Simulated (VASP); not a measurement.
Pd, 1 atom in the cell. Symmetry: Fm-3m, No. 225, cubic system. The conventional cell has a = 3.893 Å, b = 3.893 Å, c = 3.893 Å, α = 90.00°, β = 90.00°, γ = 90.00°. Pd (site symmetry m-3m) has 12 Pd at 2.75 Å within 3.6 Å. 

```yaml
Program: VASP 6.6.1
Task: single point
Functional: HF
Potentials_or_basis: VASP PAW PBE potentials, release 64 (Pd_sv_GW)
Cutoff: 470 eV
k_mesh: 6 × 6 × 6
Occupations: fermi-dirac, width 0.05 eV
Spin: no spin polarisation
Dipole_correction: no
Grid_for_exact_exchange_PRECFOCK: Normal
Further_INCAR_settings: ALGO = Normal; EDIFF = 1e-06; NBANDS = 15
Share_of_exact_exchange: 1
```

Potentials or basis: VASP PAW PBE potentials, release 64 (Pd_sv_GW).

Command:

```sh
$ cat potpaw_PBE.64/Pd_sv_GW/POTCAR > POTCAR
$ cp INCAR.step1 INCAR
$ mpirun -np 1 vasp_std > vasp.out
$ cp INCAR.step2 INCAR
$ mpirun -np 1 vasp_std > vasp.out
```

Hardware: 1 thread of AMD EPYC 7R13 Processor (Zen 3), with other jobs on the host.

Problem. How long does it take, and how much memory?

Solution. It took 20 min on 1 thread of AMD EPYC 7R13 Processor (Zen 3) (shared host), peak memory 0.11 GiB. Counts: k points 16.
